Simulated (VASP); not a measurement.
# Ta3N (P-3m1) in VASP: single point with PBE

Aim: the single point of Ta3N with PBE.

Program: VASP 6.6.1. These are calculated values, not measurements. Logs are shortened: lines on timing, memory, paths and dates and some standing lists are left out, and cuts for length are marked.

## (1) The cell of the first run

The structure is trigonal, space group P-3m1 (No. 164). The conventional cell has a = 3.022 Å, b = 3.022 Å, c = 7.558 Å, α = 90.00°, β = 90.00°, γ = 120.00°. Within 4.0 Å of Ta (site symmetry -3m) lie 12 Ta at 3.02 Å and 2 N at 3.78 Å. Ta (site symmetry 3m) has 3 N at 2.18 Å within 2.9 Å. Within 2.9 Å of N (site symmetry -3m) lie 6 Ta at 2.18 Å.

## (2) Single point, PBE

File INCAR:

```
SYSTEM = Ta3N
PREC = Accurate
ENCUT = 520
EDIFF = 1E-7
ISMEAR = 0
SIGMA = 0.1
LREAL = .FALSE.
LASPH = .TRUE.
NELM = 60
ALGO = Normal
ISIF = 2
LWAVE = .FALSE.
LCHARG = .TRUE.
GGA = PE
LELF = .TRUE.
LVHAR = .TRUE.
NBANDS = 27
```

File KPOINTS:

```
regular mesh
0
G
  18 18 6
  0 0 0
```

File POSCAR:

```
Ta3N
1.0
    3.0217748296      0.0000000000      0.0000000000
   -1.5108874148      2.6169337670      0.0000000000
    0.0000000000      0.0000000000      7.5575881696
Ta N
3 1
Direct
    0.0000000000      0.0000000000      0.5000000000
    0.3333333333      0.6666666667      0.1735950542
    0.6666666667      0.3333333333      0.8264049458
    0.0000000000      0.0000000000      0.0000000000
```

Potentials or basis: VASP PAW PBE potentials, release 64 (Ta_pv, N).

Command:

```
$ cat potpaw_PBE.64/Ta_pv/POTCAR potpaw_PBE.64/N/POTCAR > POTCAR
$ mpirun -np 1 vasp_std > vasp.out
```

OUTCAR:

```text
SYSTEM = Ta3N
   PREC = Accurate
   ENCUT = 520
   EDIFF = 1E-7
   ISMEAR = 0
   LREAL = .FALSE.
   LASPH = .TRUE.
   NELM = 60
   ISIF = 2
   GGA = PE

 ion  position               nearest neighbor table
   1  0.000  0.000  0.500-   2 3.02   3 3.02   3 3.02   2 3.02   3 3.02   2 3.02
   2  0.333  0.667  0.174-   4 2.18   4 2.18   4 2.18   1 3.02   1 3.02   1 3.02   3 3.15   3 3.15
                             3 3.15
   3  0.667  0.333  0.826-   4 2.18   4 2.18   4 2.18   1 3.02   1 3.02   1 3.02   2 3.15   2 3.15
                             2 3.15
   4  0.000  0.000  0.000-   2 2.18   3 2.18   3 2.18   2 2.18   3 2.18   2 2.18

  LATTYP: Found a hexagonal cell.
 ALAT       =     3.0217748296
 C/A-ratio  =     2.5010427963

  Lattice vectors:

 A1 = (   3.0217748296,   0.0000000000,   0.0000000000)
 A2 = (  -1.5108874148,   2.6169337670,   0.0000000000)
 A3 = (   0.0000000000,   0.0000000000,   7.5575881696)

Analysis of symmetry for initial positions (statically):
=====================================================================
 Subroutine PRICEL returns:
 Original cell was already a primitive cell.

 Routine SETGRP: Setting up the symmetry group for a
 hexagonal supercell.

 Subroutine GETGRP returns: Found 12 space group operations
 (whereof 12 operations were pure point group operations)
 out of a pool of 24 trial point group operations.

The static configuration has the point symmetry D_3d.

Analysis of symmetry for dynamics (positions and initial velocities):
=====================================================================
 Subroutine PRICEL returns:
 Original cell was already a primitive cell.

 Routine SETGRP: Setting up the symmetry group for a
 hexagonal supercell.

 Subroutine GETGRP returns: Found 12 space group operations
 (whereof 12 operations were pure point group operations)
 out of a pool of 24 trial point group operations.

The dynamic configuration has the point symmetry D_3d.

 Subroutine INISYM returns: Found 12 space group operations
 (whereof 12 operations are pure point group operations),
 and found     1 'primitive' translations

----------------------------------------------------------------------------------------

                                     Primitive cell

  volume of cell :      59.7638

  direct lattice vectors                    reciprocal lattice vectors
     3.021774830  0.000000000  0.000000000     0.330931342  0.191063299  0.000000000
    -1.510887415  2.616933767  0.000000000     0.000000000  0.382126599  0.000000000
     0.000000000  0.000000000  7.557588170     0.000000000  0.000000000  0.132317345

  length of vectors
     3.021774830  3.021774830  7.557588170     0.382126599  0.382126599  0.132317345

  position of ions in fractional coordinates (direct lattice)
     0.000000000  0.000000000  0.500000000
     0.333333333  0.666666667  0.173595054
     0.666666667  0.333333333  0.826404946
     0.000000000  0.000000000  0.000000000

  ion indices of the primitive-cell ions
   primitive index   ion index
                 1           1
                 2           2
                 3           3
                 4           4

----------------------------------------------------------------------------------------

 KPOINTS: regular mesh

Automatic generation of k-mesh.
 Grid dimensions read from file:
 generate k-points for:   18   18    6

 Generating k-lattice:

  Cartesian coordinates                     Fractional coordinates (reciprocal lattice)
     0.018385075  0.010614628  0.000000000     0.055555556  0.000000000  0.000000000
     0.000000000  0.021229255  0.000000000     0.000000000  0.055555556  0.000000000
     0.000000000  0.000000000  0.022052891     0.000000000  0.000000000  0.166666667

  Length of vectors
     0.021229255  0.021229255  0.022052891

  Shift w.r.t. Gamma in fractional coordinates (k-lattice)
     0.000000000  0.000000000  0.000000000

 Subroutine IBZKPT returns following result:
 ===========================================

 Found    202 irreducible k-points:

 Following reciprocal coordinates:
            Coordinates               Weight
  0.000000  0.000000  0.000000      1.000000
  0.055556 -0.000000  0.000000      6.000000
  0.111111 -0.000000  0.000000      6.000000
  0.166667  0.000000  0.000000      6.000000
  0.222222 -0.000000  0.000000      6.000000
  0.277778 -0.000000  0.000000      6.000000
[... 16 lines left out ...]
  0.333333  0.111111  0.000000     12.000000
  0.388889  0.111111  0.000000     12.000000
 [... further k-points ...]
   k-points           NKPTS =    202   k-points in BZ     NKDIM =    202   number of bands    NBANDS=     27
   number of dos      NEDOS =    301   number of ions     NIONS =      4
   total plane-waves  NPLWV =  32256
   dimension x,y,z NGX =    24 NGY =   24 NGZ =   56
   dimension x,y,z NGXF=    48 NGYF=   48 NGZF=  112
   ions per type =               3   1
   NGX,Y,Z   is equivalent  to a cutoff of  13.20, 13.20, 12.32 a.u.
   NGXF,Y,Z  is equivalent  to a cutoff of  26.41, 26.41, 24.64 a.u.
 SYSTEM =  Ta3N
   PREC   = accura    normal or accurate (medium, high low for compatibility)
   ISTART =      0    job   : 0-new  1-cont  2-samecut
   ICHARG =      2    charge: 1-file 2-atom 10-const
   ISPIN  =      1    spin polarized calculation?
   LNONCOLLINEAR =      F non collinear calculations
   LSORBIT =      F    spin-orbit coupling
   LASPH  =      T    aspherical Exc in radial PAW
   ENCUT  =  520.0 eV  38.22 Ry    6.18 a.u.   5.62  5.62 14.05*2*pi/ulx,y,z
   NELM   =     60;   NELMIN=  2; NELMDL= -5     # of ELM steps
   EDIFF  = 0.1E-06   stopping-criterion for ELM
   LREAL  =      F    real-space projection
   EDIFFG = 0.1E-05   stopping-criterion for IOM
   NSW    =      0    number of steps for IOM
   IBRION =     -1    ionic relax: 0-MD 1-quasi-New 2-CG
   NFREE  =      0    steps in history (QN), initial steepest desc. (CG)
   ISIF   =      2    stress and relaxation
   ISYM   =      2    0-nonsym 1-usesym 2-fastsym
   POTIM  = 0.5000    time-step for ionic-motion
   TEBEG  =    0.0;   TEEND  =   0.0 temperature during run
   PSTRESS=    0.0 pullay stress
   NELECT =      38.0000    total number of electrons
   NUPDOWN=      -1.0000    fix difference up-down
   EMIN   =  10.00;   EMAX   =-10.00  energy-range for DOS
   EFERMI =   0.00;   METHOD = LEGACY
   ISMEAR =     0;   SIGMA  =   0.10  broadening in eV -4-tet -1-fermi 0-gaus
   EFERMI_NEDOS =   21; number of points for ismear=-14 and -15
   IALGO  =     38    algorithm
   IMIX   =      4    mixing-type and parameters
     AMIX     =   0.40;   BMIX     =  1.00
     AMIX_MAG =   1.60;   BMIX_MAG =  1.00
  volume/ion in A,a.u.               =      14.94       100.83
  Fermi-wavevector in a.u.,A,eV,Ry     =   1.407743  2.660248 26.963211  1.981740
  Thomas-Fermi vector in A             =   2.529971
   LORBIT       =      0    0 simple, 1 ext, 2 COOP (PROOUT), +10 PAW based schemes
   GGA     = PE    functional components
   LHFCALC =     F    Hartree Fock is set to
   AEXX    =    0.0000 exact exchange contribution
   IVDW    =     0    specifies the selected vdW correction
   LEPSILON=     F    determine dielectric tensor
   LRPA    =     F    only Hartree local field effects (RPA)
 non-spin polarized calculation
 Gauss-broadening in eV      SIGMA  =   0.10
  energy-cutoff  :      520.00
  volume of cell :       59.76
 maximum number of plane-waves:      1636
 NGX is ok and might be reduce to    24
   NGX = 11   NGY = 11   NGZ = 29

 number of electron      37.9999998 magnetization

 Free energy of the ion-electron system (eV)
  ---------------------------------------------------
  ext. energy  EPLUGINS =         0.00000000
  ---------------------------------------------------
  free energy    TOTEN  =       -45.61902091 eV

  energy without entropy =      -45.60153297  energy(sigma->0) =      -45.61027694

 E-fermi :   6.6537     XC(G=0): -12.6996

 val. band max:        6.6521903266   @ k =   0.1667   0.0000   0.5000
 cond. band min:       6.6574864013   @ k =   0.3889   0.2222   0.1667
 fundamental gap:      0.0052960747
 Fermi energy:         6.6537253496

 k-point     1 :       0.0000    0.0000    0.0000
  band No.  band energies     occupation
      1     -28.5229      2.00000
      2     -28.2278      2.00000
      3     -27.8894      2.00000
      4     -27.8894      2.00000
      5     -27.8609      2.00000
      6     -27.8609      2.00000
[... 19 lines left out ...]
     26       8.9484      0.00000
     27      10.0268      0.00000

 k-point     2 :       0.0556   -0.0000    0.0000
  band No.  band energies     occupation
      1     -28.5179      2.00000
      2     -28.2248      2.00000
      3     -27.9136      2.00000
      4     -27.8968      2.00000
      5     -27.8824      2.00000
      6     -27.8642      2.00000
[... 19 lines left out ...]
     26       9.1060      0.00000
     27      10.2338      0.00000

 k-point     3 :       0.1111   -0.0000    0.0000
  band No.  band energies     occupation
      1     -28.5040      2.00000
      2     -28.2182      2.00000
      3     -27.9794      2.00000
      4     -27.9441      2.00000
      5     -27.9171      2.00000
      6     -27.8749      2.00000
[... 19 lines left out ...]
     26       9.4734      0.00000
     27      10.6149      0.00000

 k-point     4 :       0.1667    0.0000    0.0000
  band No.  band energies     occupation
      1     -28.4851      2.00000
      2     -28.2203      2.00000
      3     -28.0663      2.00000
      4     -28.0346      2.00000
      5     -27.9464      2.00000
      6     -27.8928      2.00000
[... 19 lines left out ...]
     26       9.8762      0.00000
     27      10.8607      0.00000
[... 516 lines left out ...]
      4     -28.1052      2.00000
      5     -28.0757      2.00000
      6     -28.0196      2.00000
[... 19 lines left out ...]
     26      11.0788      0.00000
     27      11.2913      0.00000

 k-point    23 :       0.3333    0.1111    0.0000
  band No.  band energies     occupation
      1     -28.6009      2.00000
      2     -28.5412      2.00000
      3     -28.2721      2.00000
      4     -28.1316      2.00000
      5     -28.0772      2.00000
      6     -28.0450      2.00000
[... 19 lines left out ...]
     26      11.3059      0.00000
     27      11.6616      0.00000

 k-point    24 :       0.3889    0.1111    0.0000
  band No.  band energies     occupation
      1     -28.6498      2.00000
      2     -28.5870      2.00000
      3     -28.2695      2.00000
      4     -28.1529      2.00000
      5     -28.0739      2.00000
      6     -28.0619      2.00000
[... 19 lines left out ...]
     26      11.4514      0.00000
     27      11.8724      0.00000

 [... further k-points ...]

------------------------ aborting loop because EDIFF is reached ----------------------------------------

  FORCE on cell =-STRESS in cart. coord.  units (eV):
  Direction    XX          YY          ZZ          XY          YZ          ZX
  --------------------------------------------------------------------------------------
  -------------------------------------------------------------------------------------
  Total        0.1093573      0.1093573      0.1154199      0.0000000     -0.0000000      0.0000000
  in kB        2.9317063      2.9317063      3.0942353      0.0000000     -0.0000000      0.0000000
  external PRESSURE =       2.9858826 kB  Pullay stress =       0.0000000 kB

 VOLUME and BASIS-vectors are now :
 -----------------------------------------------------------------------------
  energy-cutoff  :      520.00
  volume of cell :       59.76
      direct lattice vectors                 reciprocal lattice vectors
     3.021774830  0.000000000  0.000000000     0.330931342  0.191063299  0.000000000
    -1.510887415  2.616933767  0.000000000     0.000000000  0.382126599  0.000000000
     0.000000000  0.000000000  7.557588170     0.000000000  0.000000000  0.132317345

 POSITION                                       TOTAL-FORCE (eV/Angst)
 -----------------------------------------------------------------------------------
      0.00000      0.00000      3.77879         0.000000      0.000000      0.000000
     -0.00000      1.74462      1.31196         0.000000     -0.000000      0.048240
      1.51089      0.87231      6.24563        -0.000000      0.000000     -0.048240
      0.00000      0.00000      0.00000         0.000000      0.000000      0.000000
 -----------------------------------------------------------------------------------
    total drift:                                0.000000      0.000000      0.000000

  FREE ENERGIE OF THE ION-ELECTRON SYSTEM (eV)
  ---------------------------------------------------
  free  energy   TOTEN  =       -45.6190209075 eV

  energy  without entropy=      -45.6015329660  energy(sigma->0) =      -45.61027694
```

It took 10 min on 1 thread of AMD EPYC 7R13, shared host; peak memory 0.35 GiB.

Results:

| Item | Value |
| --- | --- |
| Free energy | -45.6190 eV |
| Pressure | 0.3 GPa |
| Largest force | 0.048 eV/Å |
| Band gap on the k mesh | zero (band 19 reaches 7.07 eV, above the bottom of band 20 at 6.36 eV) |

Forces in eV/Å, atoms in the order of the input:
```
Ta   0.000  0.000  0.000
Ta   0.000  0.000  0.048
Ta   0.000  0.000 -0.048
N    0.000  0.000  0.000
```

Levels at points of the mesh, in eV from the Fermi level:
```tsv
k point	band 16	band 17	band 18	band 19	band 20	band 21	band 22	band 23
(0.00, 0.00, 0.00)	-1.43	-0.44	-0.44	-0.37	0.32	0.32	0.91	1.86
(0.50, 0.00, 0.00)	-3.11	-1.16	-0.52	0.14	0.75	0.89	3.55	3.99
(0.00, 0.00, 0.50)	-1.29	-1.16	-0.24	-0.24	0.58	0.58	1.18	1.31
(0.50, 0.00, 0.50)	-2.91	-1.31	-1.26	0.16	0.89	1.32	2.44	4.44
```

Caveat: spin-orbit coupling is left out, which moves the levels of the heavy elements.
